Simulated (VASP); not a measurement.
MgO (Periclase): single point with r2SCAN+rVV10

**What was measured.**

“Electronic structure of alkaline earth and post-transition metal oxides”, 2009, arxiv:0908.1581 quotes, for a bulk crystal of MgO: band gap 7.83 eV.

Crystal: MgO (Periclase).

```xyz
2
Lattice="0.0000 2.1022 2.1022 2.1022 0.0000 2.1022 2.1022 2.1022 0.0000" Properties=species:S:1:pos:R:3 pbc="T T T"
Mg    0.0000    0.0000    0.0000
O     2.1022    2.1022    2.1022
```

```json
{
 "Program": "VASP 6.6.1",
 "Task": "single point",
 "Functional": "r2SCAN",
 "Dispersion": "rVV10",
 "Potentials or basis": "VASP PAW PBE potentials, release 64 (Mg, O)",
 "Cutoff": "660 eV",
 "k mesh": "8 × 8 × 8",
 "Occupations": "gaussian, width 0.01 eV",
 "Spin": "no spin polarisation",
 "Dipole correction": "no",
 "Further INCAR settings": "ALGO = Normal; EDIFF = 1e-06; NBANDS = 11"
}
```

| Item | Value |
| --- | --- |
| Pressure | -2.4 GPa |
| Band gap on the k mesh | 5.62 eV, direct |

Levels at points of the mesh, in eV from the valence-band top:
| k point | band 1 | band 2 | band 3 | band 4 | band 5 | band 6 | band 7 | band 8 | band 9 |
| --- | --- | --- | --- | --- | --- | --- | --- | --- | --- |
| (0.00, 0.00, 0.00) | -18.23 | 0.00 | 0.00 | 0.00 | 5.62 | 16.83 | 16.83 | 16.83 | 20.97 |
| (0.50, 0.00, 0.00) | -16.97 | -4.65 | -0.68 | -0.68 | 8.79 | 13.84 | 17.45 | 17.45 | 22.42 |
| (0.50, 0.50, 0.00) | -16.71 | -4.14 | -1.39 | -1.39 | 9.99 | 11.09 | 14.31 | 20.42 | 20.42 |

It took 51 s on 1 thread of AMD EPYC 9R45 96-Core Processor (Zen 5), on a shared host, peak memory 0.23 GiB.

Against the measured gap of MgO, 7.83 eV (quoted in “Electronic structure of alkaline earth and post-transition metal oxides”, 2009, arxiv:0908.1581), the calculated 5.62 eV is off by -2.21 eV. The value is that of r2SCAN+rVV10, without temperature or zero-point motion.

Caveat: the PAW data sets were made with another functional, which shifts forces and pressure a little.
